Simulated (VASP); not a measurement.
A run of VASP 6.6.1:

Contents of INCAR:

```
SYSTEM = Sn3Se
PREC = Accurate ; ENCUT = 600
EDIFF = 1E-7 ; ISMEAR = 0
SIGMA = 0.1 ; LREAL = .False.
LASPH = .True. ; NELM = 80
ALGO = Normal ; ISIF = 3
LWAVE = .False. ; LCHARG = .False.
GGA = PS ; IBRION = 2
NSW = 100 ; EDIFFG = -0.005
```

KPOINTS

```
Automatic mesh
0
Gamma
  10 10 10
  0 0 0
```

Contents of POSCAR:

```
Sn3Se
1.0
    0.0000000000      3.7331380000      3.7331380000
    3.7331380000      0.0000000000      3.7331380000
    3.7331380000      3.7331380000      0.0000000000
Sn Se
3 1
Direct
    0.2500000000      0.2500000000      0.2500000000
    0.7500000000      0.7500000000      0.7500000000
    0.5000000000      0.5000000000      0.5000000000
    0.0000000000      0.0000000000      0.0000000000
```

Potentials or basis: VASP PAW PBE potentials, release 64 (Sn_d, Se).

Command:

```sh
$ cat potpaw_PBE.64/Sn_d/POTCAR potpaw_PBE.64/Se/POTCAR > POTCAR
$ mpirun -np 1 vasp_std > vasp.out
```

Hardware: 1 thread of Intel(R) Xeon(R) Platinum 8488C (Sapphire Rapids) (shared host).

Problem. Estimate the wall time of this run.

Solution. Run time: 7.6 min on 1 thread of Intel(R) Xeon(R) Platinum 8488C (Sapphire Rapids) (shared host), peak memory 0.36 GiB. Counts: scf iterations 32, k points 47, ion steps 3.
